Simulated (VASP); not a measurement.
# Mg2Si (Fm-3m) in VASP: elastic constants with LDA

Aim: the elastic constants of Mg2Si with LDA.

Everything below comes from runs of VASP 6.6.1. Logs are shortened: lines on timing, memory, paths and dates and some standing lists are left out, and cuts for length are marked.

## 1. The cell of the first run

Symmetry: Fm-3m, No. 225, cubic system. The conventional cell has a = 6.226 Å, b = 6.226 Å, c = 6.226 Å, α = 90.00°, β = 90.00°, γ = 90.00°. Mg (site symmetry -43m) has 4 Si at 2.70 Å and 6 Mg at 3.11 Å within 3.6 Å. Si (site symmetry m-3m) has 8 Mg at 2.70 Å within 3.6 Å.

## 2. Elastic constants, LDA

INCAR reads:

```
SYSTEM = Mg2Si
ALGO = Normal ; EDIFF = 1E-8
ENCUT = 600 ; GGA_COMPAT = .False.
IBRION = 6 ; ISIF = 3
ISMEAR = -1 ; LASPH = .True.
LCHARG = .False. ; LREAL = .False.
LWAVE = .False. ; NELM = 120
NFREE = 2 ; NSW = 1
POTIM = 0.015 ; PREC = Accurate
SIGMA = 0.1
```

KPOINTS reads:

```
k-points
0
Gamma
  12 12 12
  0 0 0
```

POSCAR reads:

```
Mg2Si
1.0
    0.0000000000      3.1129542409      3.1129542409
    3.1129542409      0.0000000000      3.1129542409
    3.1129542409      3.1129542409      0.0000000000
Mg Si
2 1
Direct
    0.2500000000      0.2500000000      0.2500000000
    0.7500000000      0.7500000000      0.7500000000
    0.0000000000      0.0000000000      0.0000000000
```

Potentials or basis: VASP PAW LDA potentials, release 64 (Mg, Si).

Launch:

```console
> cat potpaw_LDA.64/Mg/POTCAR potpaw_LDA.64/Si/POTCAR > POTCAR
> mpirun -np 1 vasp_std > vasp.out
```

OUTCAR:

```text
SYSTEM = Mg2Si
   EDIFF = 1E-8
   ENCUT = 600
   IBRION = 6
   ISIF = 3
   ISMEAR = -1
   LASPH = .True.
   LREAL = .False.
   NELM = 120
   NFREE = 2
   NSW = 1
   POTIM = 0.015
   PREC = Accurate

 ion  position               nearest neighbor table
   1  0.250  0.250  0.250-   3 2.70   3 2.70   3 2.70   3 2.70   2 3.11   2 3.11   2 3.11   2 3.11
                             2 3.11   2 3.11
   2  0.750  0.750  0.750-   3 2.70   3 2.70   3 2.70   3 2.70   1 3.11   1 3.11   1 3.11   1 3.11
                             1 3.11   1 3.11
   3  0.000  0.000  0.000-   2 2.70   2 2.70   2 2.70   1 2.70   2 2.70   1 2.70   1 2.70   1 2.70

  LATTYP: Found a face centered cubic cell.
 ALAT       =     6.2259084818

  Lattice vectors:

 A1 = (   0.0000000000,   3.1129542409,   3.1129542409)
 A2 = (   3.1129542409,   0.0000000000,   3.1129542409)
 A3 = (   3.1129542409,   3.1129542409,   0.0000000000)

Analysis of symmetry for initial positions (statically):
=====================================================================
 Subroutine PRICEL returns:
 Original cell was already a primitive cell.

 Routine SETGRP: Setting up the symmetry group for a
 face centered cubic supercell.

 Subroutine GETGRP returns: Found 48 space group operations
 (whereof 48 operations were pure point group operations)
 out of a pool of 48 trial point group operations.

The static configuration has the point symmetry O_h .

Analysis of symmetry for dynamics (positions and initial velocities):
=====================================================================
 Subroutine PRICEL returns:
 Original cell was already a primitive cell.

 Routine SETGRP: Setting up the symmetry group for a
 face centered cubic supercell.

 Subroutine GETGRP returns: Found 48 space group operations
 (whereof 48 operations were pure point group operations)
 out of a pool of 48 trial point group operations.

The dynamic configuration has the point symmetry O_h .

 Subroutine INISYM returns: Found 48 space group operations
 (whereof 48 operations are pure point group operations),
 and found     1 'primitive' translations

----------------------------------------------------------------------------------------

                                     Primitive cell

  volume of cell :      60.3321

  direct lattice vectors                    reciprocal lattice vectors
     0.000000000  3.112954241  3.112954241    -0.160619129  0.160619129  0.160619129
     3.112954241  0.000000000  3.112954241     0.160619129 -0.160619129  0.160619129
     3.112954241  3.112954241  0.000000000     0.160619129  0.160619129 -0.160619129

  length of vectors
     4.402382107  4.402382107  4.402382107     0.278200493  0.278200493  0.278200493

  position of ions in fractional coordinates (direct lattice)
     0.250000000  0.250000000  0.250000000
     0.750000000  0.750000000  0.750000000
     0.000000000  0.000000000  0.000000000

  ion indices of the primitive-cell ions
   primitive index   ion index
                 1           1
                 2           2
                 3           3

----------------------------------------------------------------------------------------

 KPOINTS: k-points

Automatic generation of k-mesh.
 Grid dimensions read from file:
 generate k-points for:   12   12   12

 Generating k-lattice:

  Cartesian coordinates                     Fractional coordinates (reciprocal lattice)
    -0.013384927  0.013384927  0.013384927     0.083333333  0.000000000  0.000000000
     0.013384927 -0.013384927  0.013384927     0.000000000  0.083333333  0.000000000
     0.013384927  0.013384927 -0.013384927     0.000000000  0.000000000  0.083333333

  Length of vectors
     0.023183374  0.023183374  0.023183374

  Shift w.r.t. Gamma in fractional coordinates (k-lattice)
     0.000000000  0.000000000  0.000000000

 Subroutine IBZKPT returns following result:
 ===========================================

 Found     72 irreducible k-points:

 Following reciprocal coordinates:
            Coordinates               Weight
  0.000000  0.000000  0.000000      1.000000
  0.083333  0.000000  0.000000      8.000000
  0.166667  0.000000  0.000000      8.000000
  0.250000  0.000000  0.000000      8.000000
  0.333333  0.000000  0.000000      8.000000
[... 61 lines left out ...]
  Thomas-Fermi vector in A             =   1.948266
   LORBIT       =      0    0 simple, 1 ext, 2 COOP (PROOUT), +10 PAW based schemes
   GGA     = CA    functional components
   LHFCALC =     F    Hartree Fock is set to
   AEXX    =    0.0000 exact exchange contribution
   IVDW    =     0    specifies the selected vdW correction
   LEPSILON=     F    determine dielectric tensor
   LRPA    =     F    only Hartree local field effects (RPA)
 finite differences with symmetry
 non-spin polarized calculation
  energy-cutoff  :      600.00
  volume of cell :       60.33
 maximum number of plane-waves:      2044
   NGX = 17   NGY = 17   NGZ = 17

--------------------------------------- Ionic step        1  -------------------------------------------

 number of electron       8.0000000 magnetization

 Free energy of the ion-electron system (eV)
  ---------------------------------------------------
  ext. energy  EPLUGINS =         0.00000000
  ---------------------------------------------------
  free energy    TOTEN  =       -10.13423153 eV

  energy without entropy =      -10.12825401  energy(sigma->0) =      -10.13124277

------------------------ aborting loop because EDIFF is reached ----------------------------------------

  FORCE on cell =-STRESS in cart. coord.  units (eV):
  Direction    XX          YY          ZZ          XY          YZ          ZX
  --------------------------------------------------------------------------------------
  -------------------------------------------------------------------------------------
  Total        0.2679047      0.2679047      0.2679047     -0.0000000     -0.0000000      0.0000000
  in kB        7.1144723      7.1144723      7.1144723     -0.0000000     -0.0000000      0.0000000
  external PRESSURE =       7.1144723 kB  Pullay stress =       0.0000000 kB
[... 92 lines left out ...]
  FREE ENERGIE OF THE ION-ELECTRON SYSTEM (eV)
  ---------------------------------------------------
  free  energy   TOTEN  =       -10.1247032641 eV

  energy  without entropy=      -10.1185415344  energy(sigma->0) =      -10.12162240

[... ionic steps 4 to 14 ...]

--------------------------------------- Ionic step       15  -------------------------------------------

 number of electron       8.0000000 magnetization

------------------------ aborting loop because EDIFF is reached ----------------------------------------
[... 69 lines left out ...]
--------------------------------------- Ionic step       17  -------------------------------------------

 number of electron       8.0000000 magnetization

 Free energy of the ion-electron system (eV)
  ---------------------------------------------------
  ext. energy  EPLUGINS =         0.00000000
  ---------------------------------------------------
  free energy    TOTEN  =       -10.13358216 eV

  energy without entropy =      -10.12760410  energy(sigma->0) =      -10.13059313

 E-fermi :   3.9714     XC(G=0):  -9.1908

 val. band max:        3.9540921148   @ k =   0.0000   0.5000   0.5000
 cond. band min:       4.1376183864   @ k =   0.5000   0.4167   0.0000
 fundamental gap:      0.1835262716
 Fermi energy:         3.9714008953

 k-point     1 :       0.0000    0.0000    0.0000
  band No.  band energies     occupation
      1      -5.5244      2.00000
      2       3.8572      1.51612
      3       3.8572      1.51612
      4       3.8577      1.51444
      5       5.9649      0.00000
      6       6.4510      0.00000
      7       6.4512      0.00000
      8       6.4512      0.00000
[... 243 lines left out ...]
 k-point    24 :      -0.4167    0.1667    0.0000
  band No.  band energies     occupation
      1      -3.8359      2.00000
      2      -0.8361      2.00000
      3       1.6745      2.00000
      4       2.8160      1.99998
      5       5.4637      0.00000
      6       7.0249      0.00000
      7       7.2432      0.00000
      8       9.5779      0.00000

 [... further k-points ...]

------------------------ aborting loop because EDIFF is reached ----------------------------------------

  FORCE on cell =-STRESS in cart. coord.  units (eV):
  Direction    XX          YY          ZZ          XY          YZ          ZX
  --------------------------------------------------------------------------------------
  -------------------------------------------------------------------------------------
  Total        0.2685680      0.2701350      0.2701350      0.0000000      0.0000000      0.0000000
  in kB        7.1320869      7.1737006      7.1737006      0.0000000      0.0000000      0.0000000
  external PRESSURE =       7.1598294 kB  Pullay stress =       0.0000000 kB
[... 18 lines left out ...]
  FREE ENERGIE OF THE ION-ELECTRON SYSTEM (eV)
  ---------------------------------------------------
  free  energy   TOTEN  =       -10.1335821602 eV

  energy  without entropy=      -10.1276040958  energy(sigma->0) =      -10.13059313

 INTERNAL STRAIN TENSORS FROM STRAINED CELLS
 ============================================

 INTERNAL STRAIN TENSOR FOR ION    1 for displacements in x,y,z  (eV/Angst):
          X           Y           Z          XY          YZ          ZX
  --------------------------------------------------------------------------------
  x    -0.00000     0.00000    -0.00000    -0.00000    -2.40114     0.00000
  y     0.00000     0.00000    -0.00000    -0.00000     0.00000    -2.40151
  z    -0.00000     0.00000    -0.00000    -2.40125     0.00000     0.00000

 INTERNAL STRAIN TENSORS FROM DISPLACED ATOMS
 ============================================

 INTERNAL STRAIN TENSOR FOR ION    1 for displacements in x,y,z  (eV/Angst):
          X           Y           Z          XY          YZ          ZX
  --------------------------------------------------------------------------------
  x     0.00000     0.00000     0.00000     0.00000    -2.38953     0.00000
  y     0.00000    -0.00000     0.00000     0.00000     0.00000    -2.38953
  z     0.00000     0.00000     0.00000    -2.38953     0.00000     0.00000

 INTERNAL STRAIN TENSOR FOR ION    3 for displacements in x,y,z  (eV/Angst):
          X           Y           Z          XY          YZ          ZX
  --------------------------------------------------------------------------------
  x     0.00000     0.00000     0.00000     0.00000     0.00000     0.00000
  y     0.00000     0.00000     0.00000     0.00000     0.00000     0.00000
  z     0.00000     0.00000     0.00000     0.00000     0.00000     0.00000

 Eigenvectors and eigenvalues of the dynamical matrix
 ----------------------------------------------------

   1 f  =    8.900143 THz    55.921248 2PiTHz  296.876817 cm-1    36.808018 meV
             X         Y         Z           dx          dy          dz
      1.556477  1.556477  1.556477    -0.079019   -0.144431   -0.394967
      4.669431  4.669431  4.669431    -0.079019   -0.144431   -0.394967
      0.000000  0.000000  0.000000     0.147013    0.268712    0.734830
[... 43 lines left out ...]
   9 f/i=    0.000143 THz     0.000898 2PiTHz    0.004765 cm-1     0.000591 meV
             X         Y         Z           dx          dy          dz
      1.556477  1.556477  1.556477    -0.003873   -0.149661   -0.542663
      4.669431  4.669431  4.669431    -0.003873   -0.149661   -0.542663
      0.000000  0.000000  0.000000    -0.004163   -0.160884   -0.583357

--------------------------------------------------------------------------------------------------------

 ELASTIC MODULI CONTR FROM IONIC RELAXATION (kBar)
 Direction    XX          YY          ZZ          XY          YZ          ZX
 --------------------------------------------------------------------------------
 XX          -0.0000     -0.0000      0.0000      0.0000      0.0000     -0.0000
 YY          -0.0000     -0.0000      0.0000     -0.0000      0.0000     -0.0000
 ZZ           0.0000      0.0000      0.0000      0.0000      0.0000      0.0000
 XY           0.0000     -0.0000      0.0000    -47.2814     -0.0000     -0.0000
 YZ           0.0000      0.0000      0.0000     -0.0000    -47.2814      0.0000
 ZX          -0.0000     -0.0000      0.0000     -0.0000      0.0000    -47.2814
 --------------------------------------------------------------------------------

 TOTAL ELASTIC MODULI (kBar)
 Direction    XX          YY          ZZ          XY          YZ          ZX
 --------------------------------------------------------------------------------
 XX        1268.0659    300.0046    300.0046     -0.0000     -0.0000      0.0000
 YY         300.0046   1268.0659    300.0046     -0.0000      0.0000      0.0000
 ZZ         300.0046    300.0046   1268.0659     -0.0000      0.0000     -0.0000
 XY          -0.0000     -0.0000     -0.0000    481.5346     -0.0000     -0.0000
 YZ          -0.0000      0.0000      0.0000     -0.0000    481.5346      0.0000
 ZX           0.0000      0.0000     -0.0000     -0.0000      0.0000    481.5346
 --------------------------------------------------------------------------------
```

Wall time 11 min (1 thread of Intel Xeon 6975P-C (Granite Rapids), shared host); peak memory 0.62 GiB.

Results:

- Elastic constants C11, C12, C44: 127, 30, 48 GPa
- Voigt bulk modulus: 62 GPa
- Highest phonon frequency at Γ: 297 cm⁻¹

Phonon frequencies in cm⁻¹ (negative: imaginary):
| q point | frequencies |
| --- | --- |
| (0.000, 0.000, 0.000) | 0 0 0 268 268 268 297 297 297 |

Elastic tensor in Voigt notation (GPa, in the Cartesian axes of the cell as first typed):
```
127  30  30   0   0   0
 30 127  30   0   0   0
 30  30 127   0   0   0
  0   0   0  48   0   0
  0   0   0   0  48   0
  0   0   0   0   0  48
```

Clamped-ion elastic tensor (GPa):
```
127  30  30   0   0   0
 30 127  30   0   0   0
 30  30 127   0   0   0
  0   0   0  53   0   0
  0   0   0   0  53   0
  0   0   0   0   0  53
```
